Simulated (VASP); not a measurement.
# NaCl (Fm-3m) in VASP: a series of runs

The runs below take NaCl through single point, with PBEsol.

Program: VASP 6.6.1. These are calculated values, not measurements. Logs are shortened: lines on timing, memory, paths and dates and some standing lists are left out, and cuts for length are marked.

## (1) The cell of the first run

The structure is cubic, space group Fm-3m (No. 225). Conventional cell: a = 5.221 Å, b = 5.221 Å, c = 5.221 Å, α = 90.00°, β = 90.00°, γ = 90.00°. Within 3.4 Å of Na (site symmetry m-3m) lie 6 Cl at 2.61 Å. Cl (site symmetry m-3m) has 6 Na at 2.61 Å within 3.4 Å.

## (2) Single point, PBEsol

INCAR reads:

```
ALGO = Normal
EDIFF = 1E-6
ENCUT = 500
GGA = PS
GGA_COMPAT = F
ISIF = 2
ISMEAR = 0
LASPH = T
LCHARG = F
LREAL = F
LWAVE = F
NBANDS = 14
NELM = 120
PREC = Accurate
SIGMA = 0.1
```

KPOINTS reads:

```
k-points
0
Gamma
  6 6 6
```

POSCAR reads:

```
NaCl
1.0
    0.0000000000      2.6106385515      2.6106385515
    2.6106385515      0.0000000000      2.6106385515
    2.6106385515      2.6106385515      0.0000000000
Na Cl
1 1
Direct
    0.0000000000      0.0000000000      0.0000000000
    0.5000000000      0.5000000000      0.5000000000
```

Potentials or basis: VASP PAW PBE potentials, release 64 (Na_pv, Cl).

Launch:

```
$ cat potpaw_PBE.64/Na_pv/POTCAR potpaw_PBE.64/Cl/POTCAR > POTCAR
$ mpirun -np 1 vasp_std > vasp.out
```

OUTCAR:

```text
EDIFF = 1E-6
   ENCUT = 500
   GGA = PS
   ISIF = 2
   ISMEAR = 0
   LASPH = T
   LREAL = F
   NELM = 120
   PREC = Accurate

 ion  position               nearest neighbor table
   1  0.000  0.000  0.000-   2 2.61   2 2.61   2 2.61   2 2.61   2 2.61   2 2.61
   2  0.500  0.500  0.500-   1 2.61   1 2.61   1 2.61   1 2.61   1 2.61   1 2.61

  LATTYP: Found a face centered cubic cell.
 ALAT       =     5.2212771030

  Lattice vectors:

 A1 = (   0.0000000000,   2.6106385515,   2.6106385515)
 A2 = (   2.6106385515,   0.0000000000,   2.6106385515)
 A3 = (   2.6106385515,   2.6106385515,   0.0000000000)

Analysis of symmetry for initial positions (statically):
=====================================================================
 Subroutine PRICEL returns:
 Original cell was already a primitive cell.

 Routine SETGRP: Setting up the symmetry group for a
 face centered cubic supercell.

 Subroutine GETGRP returns: Found 48 space group operations
 (whereof 48 operations were pure point group operations)
 out of a pool of 48 trial point group operations.

The static configuration has the point symmetry O_h .

Analysis of symmetry for dynamics (positions and initial velocities):
=====================================================================
 Subroutine PRICEL returns:
 Original cell was already a primitive cell.

 Routine SETGRP: Setting up the symmetry group for a
 face centered cubic supercell.

 Subroutine GETGRP returns: Found 48 space group operations
 (whereof 48 operations were pure point group operations)
 out of a pool of 48 trial point group operations.

The dynamic configuration has the point symmetry O_h .

 Subroutine INISYM returns: Found 48 space group operations
 (whereof 48 operations are pure point group operations),
 and found     1 'primitive' translations

----------------------------------------------------------------------------------------

                                     Primitive cell

  volume of cell :      35.5853

  direct lattice vectors                    reciprocal lattice vectors
     0.000000000  2.610638552  2.610638552    -0.191524024  0.191524024  0.191524024
     2.610638552  0.000000000  2.610638552     0.191524024 -0.191524024  0.191524024
     2.610638552  2.610638552  0.000000000     0.191524024  0.191524024 -0.191524024

  length of vectors
     3.692000446  3.692000446  3.692000446     0.331729340  0.331729340  0.331729340

  position of ions in fractional coordinates (direct lattice)
     0.000000000  0.000000000  0.000000000
     0.500000000  0.500000000  0.500000000

  ion indices of the primitive-cell ions
   primitive index   ion index
                 1           1
                 2           2

----------------------------------------------------------------------------------------

 KPOINTS: k-points

Automatic generation of k-mesh.
 Grid dimensions read from file:
 generate k-points for:    6    6    6

 Generating k-lattice:

  Cartesian coordinates                     Fractional coordinates (reciprocal lattice)
    -0.031920671  0.031920671  0.031920671     0.166666667  0.000000000  0.000000000
     0.031920671 -0.031920671  0.031920671     0.000000000  0.166666667  0.000000000
     0.031920671  0.031920671 -0.031920671     0.000000000  0.000000000  0.166666667

  Length of vectors
     0.055288223  0.055288223  0.055288223

  Shift w.r.t. Gamma in fractional coordinates (k-lattice)
     0.000000000  0.000000000  0.000000000

 Subroutine IBZKPT returns following result:
 ===========================================

 Found     16 irreducible k-points:

 Following reciprocal coordinates:
            Coordinates               Weight
  0.000000  0.000000  0.000000      1.000000
  0.166667  0.000000  0.000000      8.000000
  0.333333  0.000000  0.000000      8.000000
  0.500000  0.000000  0.000000      4.000000
  0.166667  0.166667  0.000000      6.000000
  0.333333  0.166667  0.000000     24.000000
[... 8 lines left out ...]
 -0.333333  0.333333  0.166667     24.000000
 -0.333333  0.500000  0.166667     12.000000
   k-points           NKPTS =     16   k-points in BZ     NKDIM =     16   number of bands    NBANDS=     14
   number of dos      NEDOS =    301   number of ions     NIONS =      2
   total plane-waves  NPLWV =  21952
   dimension x,y,z NGX =    28 NGY =   28 NGZ =   28
   dimension x,y,z NGXF=    56 NGYF=   56 NGZF=   56
   ions per type =               1   1
   NGX,Y,Z   is equivalent  to a cutoff of  12.61, 12.61, 12.61 a.u.
   NGXF,Y,Z  is equivalent  to a cutoff of  25.22, 25.22, 25.22 a.u.
 SYSTEM =  unknown system
   PREC   = accura    normal or accurate (medium, high low for compatibility)
   ISTART =      0    job   : 0-new  1-cont  2-samecut
   ICHARG =      2    charge: 1-file 2-atom 10-const
   ISPIN  =      1    spin polarized calculation?
   LNONCOLLINEAR =      F non collinear calculations
   LSORBIT =      F    spin-orbit coupling
   LASPH  =      T    aspherical Exc in radial PAW
   ENCUT  =  500.0 eV  36.75 Ry    6.06 a.u.   6.73  6.73  6.73*2*pi/ulx,y,z
   NELM   =    120;   NELMIN=  2; NELMDL= -5     # of ELM steps
   EDIFF  = 0.1E-05   stopping-criterion for ELM
   LREAL  =      F    real-space projection
   EDIFFG = 0.1E-04   stopping-criterion for IOM
   NSW    =      0    number of steps for IOM
   IBRION =     -1    ionic relax: 0-MD 1-quasi-New 2-CG
   NFREE  =      0    steps in history (QN), initial steepest desc. (CG)
   ISIF   =      2    stress and relaxation
   ISYM   =      2    0-nonsym 1-usesym 2-fastsym
   POTIM  = 0.5000    time-step for ionic-motion
   TEBEG  =    0.0;   TEEND  =   0.0 temperature during run
   PSTRESS=    0.0 pullay stress
   NELECT =      14.0000    total number of electrons
   NUPDOWN=      -1.0000    fix difference up-down
   EMIN   =  10.00;   EMAX   =-10.00  energy-range for DOS
   EFERMI =   0.00;   METHOD = LEGACY
   ISMEAR =     0;   SIGMA  =   0.10  broadening in eV -4-tet -1-fermi 0-gaus
   EFERMI_NEDOS =   21; number of points for ismear=-14 and -15
   IALGO  =     38    algorithm
   IMIX   =      4    mixing-type and parameters
     AMIX     =   0.40;   BMIX     =  1.00
     AMIX_MAG =   1.60;   BMIX_MAG =  1.00
  volume/ion in A,a.u.               =      17.79       120.07
  Fermi-wavevector in a.u.,A,eV,Ry     =   1.199575  2.266868 19.578516  1.438980
  Thomas-Fermi vector in A             =   2.335434
   LORBIT       =      0    0 simple, 1 ext, 2 COOP (PROOUT), +10 PAW based schemes
   GGA     = PS    functional components
   LHFCALC =     F    Hartree Fock is set to
   AEXX    =    0.0000 exact exchange contribution
   IVDW    =     0    specifies the selected vdW correction
   LEPSILON=     F    determine dielectric tensor
   LRPA    =     F    only Hartree local field effects (RPA)
 non-spin polarized calculation
 Gauss-broadening in eV      SIGMA  =   0.10
  energy-cutoff  :      500.00
  volume of cell :       35.59
 maximum number of plane-waves:       934
   NGX = 13   NGY = 13   NGZ = 13

 number of electron      14.0000006 magnetization

 Free energy of the ion-electron system (eV)
  ---------------------------------------------------
  ext. energy  EPLUGINS =         0.00000000
  ---------------------------------------------------
  free energy    TOTEN  =        -6.80051534 eV

  energy without entropy =       -6.80051534  energy(sigma->0) =       -6.80051534

 E-fermi :   1.2106     XC(G=0):  -9.3957

 val. band max:        0.7903720309   @ k =   0.0000   0.0000   0.0000
 cond. band min:       6.7350538548   @ k =   0.0000   0.0000   0.0000
 fundamental gap:      5.9446818239
 Fermi energy:         1.2105857143

 k-point     1 :       0.0000    0.0000    0.0000
  band No.  band energies     occupation
      1     -19.5547      2.00000
      2     -19.5547      2.00000
      3     -19.5547      2.00000
      4     -12.5223      2.00000
      5       0.7904      2.00000
      6       0.7904      2.00000
      7       0.7904      2.00000
      8       6.7351      0.00000
      9      11.9163      0.00000
     10      11.9163      0.00000
     11      11.9163      0.00000
     12      14.4780      0.00000
     13      14.4780      0.00000
     14      16.2191      0.00000

 k-point     2 :       0.1667    0.0000    0.0000
  band No.  band energies     occupation
      1     -19.5781      2.00000
      2     -19.5560      2.00000
      3     -19.5560      2.00000
      4     -12.3636      2.00000
      5      -0.0833      2.00000
      6       0.6740      2.00000
      7       0.6740      2.00000
      8       7.6733      0.00000
      9      11.1953      0.00000
     10      12.3190      0.00000
     11      12.3190      0.00000
     12      14.2616      0.00000
     13      14.2616      0.00000
     14      17.9744      0.00000

 k-point     3 :       0.3333    0.0000    0.0000
  band No.  band energies     occupation
      1     -19.6232      2.00000
      2     -19.5585      2.00000
      3     -19.5585      2.00000
      4     -12.0238      2.00000
      5      -1.4345      2.00000
      6       0.4565      2.00000
      7       0.4565      2.00000
      8       8.3158      0.00000
      9      11.9420      0.00000
     10      12.3406      0.00000
     11      12.3406      0.00000
     12      15.5413      0.00000
     13      15.5413      0.00000
     14      17.6479      0.00000
[... 188 lines left out ...]
 k-point    15 :      -0.3333    0.3333    0.1667
  band No.  band energies     occupation
      1     -19.6139      2.00000
      2     -19.5853      2.00000
      3     -19.5715      2.00000
      4     -11.7705      2.00000
      5      -1.3780      2.00000
      6      -0.6894      2.00000
      7      -0.0299      2.00000
      8      10.0997      0.00000
      9      10.5988      0.00000
     10      11.4974      0.00000
     11      13.5589      0.00000
     12      16.1025      0.00000
     13      18.0594      0.00000
     14      18.8383      0.00000

 k-point    16 :      -0.3333    0.5000    0.1667
  band No.  band energies     occupation
      1     -19.6024      2.00000
      2     -19.5852      2.00000
      3     -19.5831      2.00000
      4     -11.7586      2.00000
      5      -1.3249      2.00000
      6      -0.5722      2.00000
      7      -0.2876      2.00000
      8       9.5874      0.00000
      9       9.9001      0.00000
     10      12.1863      0.00000
     11      13.9939      0.00000
     12      17.8929      0.00000
     13      18.6184      0.00000
     14      18.6645      0.00000

------------------------ aborting loop because EDIFF is reached ----------------------------------------

  FORCE on cell =-STRESS in cart. coord.  units (eV):
  Direction    XX          YY          ZZ          XY          YZ          ZX
  --------------------------------------------------------------------------------------
  -------------------------------------------------------------------------------------
  Total        2.0154247      2.0154247      2.0154247      0.0000000      0.0000000      0.0000000
  in kB       90.7417015     90.7417015     90.7417015      0.0000000      0.0000000      0.0000000
  external PRESSURE =      90.7417015 kB  Pullay stress =       0.0000000 kB

 VOLUME and BASIS-vectors are now :
 -----------------------------------------------------------------------------
  energy-cutoff  :      500.00
  volume of cell :       35.59
      direct lattice vectors                 reciprocal lattice vectors
     0.000000000  2.610638552  2.610638552    -0.191524024  0.191524024  0.191524024
     2.610638552  0.000000000  2.610638552     0.191524024 -0.191524024  0.191524024
     2.610638552  2.610638552  0.000000000     0.191524024  0.191524024 -0.191524024

 POSITION                                       TOTAL-FORCE (eV/Angst)
 -----------------------------------------------------------------------------------
      0.00000      0.00000      0.00000        -0.000000     -0.000000      0.000000
      2.61064      2.61064      2.61064         0.000000      0.000000     -0.000000
 -----------------------------------------------------------------------------------
    total drift:                                0.000000      0.000000      0.000000

  FREE ENERGIE OF THE ION-ELECTRON SYSTEM (eV)
  ---------------------------------------------------
  free  energy   TOTEN  =        -6.8005153414 eV

  energy  without entropy=       -6.8005153414  energy(sigma->0) =       -6.80051534
```

It took 10 s on 1 thread of Intel Xeon Platinum 8259CL at 2.50GHz (Skylake/Cascade Lake), shared host; peak memory 0.15 GiB.

Results:

```yaml
Free_energy: -6.8005 eV
Pressure: 9.1 GPa
Band_gap_on_the_k_mesh: 5.94 eV
```

Caveat: the cell stands under pressure; the PAW data sets were made with another functional, which shifts forces and pressure a little.

## (3) Single point, PBEsol

Changes to INCAR since step 2:

```diff
@@ -14,2 +14,2 @@
 PREC = Accurate
-SIGMA = 0.1
+SIGMA = 0.02
```

KPOINTS reads:

```
k-points
0
Gamma
  8 8 8
```

POSCAR reads:

```
NaCl
1.0
    0.0000000000      2.6117536964      2.6117536964
    2.6117536964      0.0000000000      2.6117536964
    2.6117536964      2.6117536964      0.0000000000
Na Cl
1 1
Direct
    0.0000000000      0.0000000000      0.0000000000
    0.5000000000      0.5000000000      0.5000000000
```

Potentials or basis: VASP PAW PBE potentials, release 64 (Na_pv, Cl).

Launch:

```
$ cat potpaw_PBE.64/Na_pv/POTCAR potpaw_PBE.64/Cl/POTCAR > POTCAR
$ mpirun -np 1 vasp_std > vasp.out
```

Wall time 25 s (1 thread of Intel Xeon Platinum 8259CL at 2.50GHz (Skylake/Cascade Lake), shared host); peak memory 0.15 GiB.

The run converged. Its results:

```
Free energy            : -6.8032 eV
Pressure               : 9.0 GPa
Band gap on the k mesh : 5.94 eV
```

Levels at points of the mesh, in eV from the valence-band top:
```
           k point  band 4  band 5  band 6  band 7  band 8  band 9  band 10  band 11
(0.00, 0.00, 0.00)  -13.31    0.00    0.00    0.00    5.94   11.13    11.13    11.13
(0.50, 0.00, 0.00)  -12.63   -2.80   -0.43   -0.43    7.42   11.35    11.35    12.46
(0.50, 0.50, 0.00)  -12.58   -2.42   -0.87   -0.87    7.54    8.05    12.88    16.06
```

Caveat: the cell stands under pressure; the PAW data sets were made with another functional, which shifts forces and pressure a little. PBEsol gaps usually lie below the measured ones, often by a third to a half.
